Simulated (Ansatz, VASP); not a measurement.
PbS: VASP beside Ansatz

The input INCAR:

```
PREC = Accurate
ENCUT = 520
EDIFF = 1E-7
ISMEAR = -1
SIGMA = 0.01
LREAL = F
LASPH = T
NELM = 100
ALGO = Normal
ISIF = 2
LWAVE = F
LCHARG = F
GGA = PS
NBANDS = 28
```

File KPOINTS:

```
Automatic mesh
0
Gamma
  7 7 3
```

Contents of POSCAR:

```
PbS
1.0
    2.9405000000     -2.9000000000      0.0000000000
    2.9405000000      2.9000000000      0.0000000000
   -1.0800500000      0.0000000000     11.5921971000
Pb S
2 2
Direct
    0.7756000000      0.7756000000      0.6363800000
    0.2244000000      0.2244000000      0.3636200000
    0.2684000000      0.2684000000      0.5986000000
    0.7316000000      0.7316000000      0.4014000000
```

Input for Ansatz:

```yaml
crystal:
  lattice:
    - [2.9405, -2.9, 0.0]
    - [2.9405, 2.9, 0.0]
    - [-1.08005, 0.0, 11.5921971]
  atoms:
    - { symbol: Pb, position: [0.7756, 0.7756, 0.63638] }
    - { symbol: Pb, position: [0.2244, 0.2244, 0.36362] }
    - { symbol: S, position: [0.2684, 0.2684, 0.5986] }
    - { symbol: S, position: [0.7316, 0.7316, 0.4014] }
kpoints:
  mp_grid: { grid: [7, 7, 3] }
  band_path:
    path:
      - [0.0, 0.0, 0.0]
      - [-0.4952716545, 0.4952716545, 0.0]
      - [-0.5047283455, -0.4952716545, 0.0]
      - [-0.5, -0.5, 0.0]
      - [0.0, 0.0, 0.0]
      - [-0.5, -0.5, 0.5]
      - [-0.5162219742, -0.4837780258, 0.5]
      - [-0.4837780258, 0.4837780258, 0.5]
      - [0.0, 0.0, 0.5]
    npoints: 5
scf:
  occupations: { method: fermi_dirac, width: 0.01 }
hamiltonian:
  xc: pbesol
  pseudopotentials: { kind: all_electron, lapw: { basis_error: 0.0005 } }
output:
  forces: true
  stress: true
  eigenvalues: true
```

Change from the starting cell: zz strain of -1 %.

Alike in both runs: task single point; functional PBEsol; k mesh 7 × 7 × 3; occupations fermi-dirac, width 0.01 eV; no spin polarisation.

|  | VASP | Ansatz |
| --- | --- | --- |
| version | VASP 6.6.1 | Ansatz 0.2.0 |
| potentials or method | VASP PAW PBE potentials, release 64 (Pb_d, S), cutoff 520 eV | all-electron LAPW, scalar-relativistic |

Ansatz gave:

```
gap on the k mesh at the Fermi level (eV) : 1.33
rms of the force components (eV/Å)        : 0.238
```

Problem. What did VASP give for the same quantities?

Solution. gap on the k mesh at the Fermi level (eV): 1.32; rms of the force components (eV/Å): 0.238.

VASP's potentials were made for PBE, not for PBEsol. Atom by atom the forces differ by 0.001 eV/Å (rms over components). Ansatz ran all-electron here, and VASP with PAW potentials.

Neither program's run includes spin-orbit coupling.
